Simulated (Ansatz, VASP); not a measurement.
## Two plane-wave programs on MgO2

File POSCAR:

```
MgO2
1.0
    1.5806896008      0.9126115665      3.4415691918
   -1.5806896008      0.9126115665      3.4415691918
    0.0000000000     -1.8252231330      3.4415691918
Mg O
1 2
Direct
    0.0000000000      0.0000000000      0.0000000000
    0.4287860000      0.4287860000      0.4287860000
    0.5712140000      0.5712140000      0.5712140000
```

Contents of INCAR.step1:

```
ALGO = Normal
EDIFF = 1E-4
ENCUT = 520
GGA = PE
ISMEAR = 0
LASPH = True
LCHARG = False
LREAL = False
LWAVE = True
NBANDS = 14
NELM = 80
PREC = Accurate
SIGMA = 0.05
```

The input INCAR.step2:

```
ALGO = Normal
EDIFF = 1E-6
ENCUT = 520
ISIF = 2
ISMEAR = 0
ISTART = 1
LASPH = True
LCHARG = True
LELF = True
LMIXTAU = True
LREAL = False
LVHAR = True
LWAVE = False
METAGGA = R2SCAN
NBANDS = 14
NELM = 80
PREC = Accurate
SIGMA = 0.05
```

File KPOINTS:

```
k-points
0
Gamma
  12 12 12
```

Input for Ansatz:

```yaml
crystal:
  lattice:
    - [1.5806896008, 0.9126115665, 3.4415691918]
    - [-1.5806896008, 0.9126115665, 3.4415691918]
    - [0.0, -1.825223133, 3.4415691918]
  atoms:
    - { symbol: Mg, position: [0.0, 0.0, 0.0] }
    - { symbol: O, position: [0.428786, 0.428786, 0.428786] }
    - { symbol: O, position: [0.571214, 0.571214, 0.571214] }
basis:
  ecutwfc: 500
kpoints:
  mp_grid: { grid: [12, 12, 12] }
hamiltonian:
  xc: r2scan
scf:
  occupations: { method: gaussian, width: 0.05 }
output:
  forces: true
  stress: true
  eigenvalues: true
```

Change from the starting cell: strain -0.015 along x and y, -0.015 along z, atoms carried along.

Alike in both runs: task single point; functional r2SCAN; k mesh 12 × 12 × 12; occupations gaussian, width 0.05 eV; no spin polarisation.

|  | VASP | Ansatz |
| --- | --- | --- |
| version | VASP 6.6.1 | Ansatz 0.2.0 |
| potentials or method | VASP PAW PBE potentials, release 64 (Mg, O), cutoff 520 eV | scalar-relativistic, plane waves, PAW |
| valence electrons in the cell | 14 | 22 |

```tsv
	VASP	Ansatz	Ansatz less VASP
gap on the k mesh at the Fermi level (eV)	3.21	3.24	+0.033
least direct gap on the mesh (eV)	3.21	3.24	+0.033
pressure (GPa)	0.4	0.7	+0.28
traceless stress, the component that is largest in VASP (GPa)	3.15	1.48	-1.665
rms of the force components (eV/Å)	0.140	0.001	-0.1387
```

VASP's potentials were made for PBE, not for r2SCAN. Atom by atom the forces differ by 0.139 eV/Å (rms over components). VASP's potentials hold 14 valence electrons a cell and Ansatz's 22, so a difference there can come from the potentials and not from the codes.
